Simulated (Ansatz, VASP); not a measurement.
**One calculation of Cs, two programs**

```
Cs
1.0
     0.00000    3.89463    3.89463
     3.89463    0.00000    3.89463
     3.89463    3.89463    0.00000
Cs
1
Direct
  0.00000 0.00000 0.00000
```

Alike in both runs: task single point; functional HSE06; k mesh 6 × 6 × 6; occupations gaussian, width 0.05 eV; no spin polarisation.

|  | VASP | Ansatz |
| --- | --- | --- |
| version | VASP 6.6.1 | Ansatz 0.2.0 |
| potentials or method | VASP PAW PBE potentials, release 64 (Cs_sv), cutoff 400 eV | scalar-relativistic, plane waves, PAW |
| valence electrons in the cell | 9 | 9 |

```tsv
	VASP	Ansatz	Ansatz less VASP
pressure (GPa)	0.1	0.1	+0.02
```

The functional is the same, so the differences come from potentials, cutoffs and numerics. Ansatz's warnings: filled band counts differ across k points, stress exchange threshold loose, stress scf threshold loose.

Spin-orbit coupling is off throughout.
